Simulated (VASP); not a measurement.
Mo:

```xyz
1
Lattice="-1.5944 1.5913 1.5845 1.6124 -1.5431 1.5543 1.6066 1.5553 -1.5363" Properties=species:S:1:pos:R:3 pbc="T T T"
Mo   -0.0831   -0.0073   -0.0091
```

This cell differs from its parent crystal: the cell strained at random.

Base run:

```yaml
Program: VASP 6.6.1
Functional: PBEsol
Potentials_or_basis: VASP PAW PBE potentials, release 64 (Mo_sv)
Cutoff: 520 eV
k_mesh: 12 × 12 × 12
Occupations: fermi-dirac, width 0.05 eV
Spin: no spin polarisation
```

Its results: band gap on the k mesh zero (band 7 reaches 15.81 eV, above the bottom of band 8 at 11.07 eV); pressure -8.9 GPa.

**Question.** The run is repeated on the same cell with these changes: functional from PBEsol to PBE; further incar settings from ALGO = Fast; EDIFF = 1e-07; NBANDS = 13 to ALGO = Fast; EDIFF = 1e-06; NBANDS = 13. What comes out?

**Answer.** Band gap on the k mesh zero (band 7 reaches 15.91 eV, above the bottom of band 8 at 11.20 eV); pressure -1.1 GPa.

Caveats: the PAW data sets were made with another functional, which shifts forces and pressure a little (some runs).
